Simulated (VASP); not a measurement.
Input of a VASP 6.6.1 run:

POSCAR

```
YbRe
1.0
    3.3939539895      0.0000000000      0.0000000000
    0.0000000000      3.3939539895      0.0000000000
    0.0000000000      0.0000000000      3.3939539895
Yb Re
1 1
Direct
    0.0000000000      0.0000000000      0.0000000000
    0.5000000000      0.5000000000      0.5000000000
```

The input INCAR.step1:

```
  PREC = Accurate
  ENCUT = 520
  ISMEAR = 0
  SIGMA = 0.05
  LREAL = F
  LASPH = T
  NELM = 100
  NBANDS = 22
  GGA = PE
  ALGO = Normal
  EDIFF = 1E-4
  LWAVE = T
  LCHARG = F
```

The input INCAR.step2:

```
  PREC = Accurate
  ENCUT = 520
  EDIFF = 1E-6
  ISMEAR = 0
  SIGMA = 0.05
  LREAL = F
  LASPH = T
  NELM = 100
  ALGO = Normal
  ISIF = 2
  LWAVE = F
  LCHARG = F
  METAGGA = R2SCAN
  LMIXTAU = T
  NBANDS = 22
  ISTART = 1
```

File KPOINTS:

```
Automatic mesh
0
Gamma
  10 10 10
```

Potentials or basis: VASP PAW PBE potentials, release 64 (Yb, Re).

Run with:

```bash
$ cat potpaw_PBE.64/Yb/POTCAR potpaw_PBE.64/Re/POTCAR > POTCAR
$ cp INCAR.step1 INCAR
$ mpirun -np 1 vasp_std > vasp.out
$ cp INCAR.step2 INCAR
$ mpirun -np 1 vasp_std > vasp.out
```

**Question.** What does it give for the band gap on the k mesh?

**Answer.** Zero (an odd number of electrons rules out a gap without spin polarisation).

**Question.** Estimate the pressure.

**Answer.** -4.3 GPa.

Caveat: the cell stands under tension; the PAW data sets were made with another functional, which shifts forces and pressure a little; spin-orbit coupling is left out, which moves the levels of the heavy elements. Spin polarisation is off, so any magnetic state and its effect on volume and gap are missing.
